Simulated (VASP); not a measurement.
RuS, 2 atoms in the cell. It takes space group Fm-3m (No. 225, cubic). The conventional cell has a = 4.900 Å, b = 4.900 Å, c = 4.900 Å, α = 90.00°, β = 90.00°, γ = 90.00°. Within 3.2 Å of Ru (site symmetry m-3m) lie 6 S at 2.45 Å. Within 3.2 Å of S (site symmetry m-3m) lie 6 Ru at 2.45 Å. 

```yaml
Program: VASP 6.6.1
Task: single point
Functional: PBEsol
Potentials_or_basis: VASP PAW PBE potentials, release 64 (Ru_pv, S)
Cutoff: 520 eV
k_mesh: 10 × 10 × 10
Occupations: gaussian, width 0.05 eV
Spin: no spin polarisation
Dipole_correction: no
Further_INCAR_settings: ALGO = Normal; EDIFF = 1e-06; NBANDS = 17
```

Potentials or basis: VASP PAW PBE potentials, release 64 (Ru_pv, S).

Command:

```bash
$ cat potpaw_PBE.64/Ru_pv/POTCAR potpaw_PBE.64/S/POTCAR > POTCAR
$ mpirun -np 1 vasp_std > vasp.out
```

Hardware: 1 thread of Intel(R) Xeon(R) Platinum 8488C (Sapphire Rapids) (shared host).

**Question.** Estimate the wall time of this run.

**Answer.** Run time: 21 s on 1 thread of Intel(R) Xeon(R) Platinum 8488C (Sapphire Rapids), with other jobs on the host, peak memory 0.17 GiB. Counts: scf iterations 12, k points 47.
